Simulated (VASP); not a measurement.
A run of VASP 6.6.1:

File INCAR:

```
SYSTEM = AlPt
  PREC = Accurate
  ENCUT = 520
  EDIFF = 1E-6
  ISMEAR = 0
  SIGMA = 0.1
  LREAL = .False.
  LASPH = .True.
  NELM = 60
  ALGO = Normal
  ISIF = 2
  LWAVE = .False.
  LCHARG = .False.
  GGA = PS
  NBANDS = 36
```

KPOINTS

```
Automatic mesh
0
Gamma
  6 6 6
  0 0 0
```

Contents of POSCAR:

```
AlPt
1.0
    4.8789320000      0.0000000000      0.0000000000
    0.0000000000      4.8789320000      0.0000000000
    0.0000000000      0.0000000000      4.8789320000
Al Pt
4 4
Direct
    0.8440320000      0.8440320000      0.8440320000
    0.6559680000      0.1559680000      0.3440320000
    0.3440320000      0.6559680000      0.1559680000
    0.1559680000      0.3440320000      0.6559680000
    0.1550630000      0.1550630000      0.1550630000
    0.3449370000      0.8449370000      0.6550630000
    0.6550630000      0.3449370000      0.8449370000
    0.8449370000      0.6550630000      0.3449370000
```

Potentials or basis: VASP PAW PBE potentials, release 64 (Al, Pt).

Run with:

```bash
$ cat potpaw_PBE.64/Al/POTCAR potpaw_PBE.64/Pt/POTCAR > POTCAR
$ mpirun -np 1 vasp_std > vasp.out
```

Hardware: 1 thread of Intel(R) Xeon(R) Platinum 8488C (Sapphire Rapids) (shared host).

Problem. Estimate the wall time of this run.

Solution. It took 62 s on 1 thread of Intel(R) Xeon(R) Platinum 8488C (Sapphire Rapids), with other jobs on the host, peak memory 0.25 GiB. Counts: scf iterations 13, k points 24.
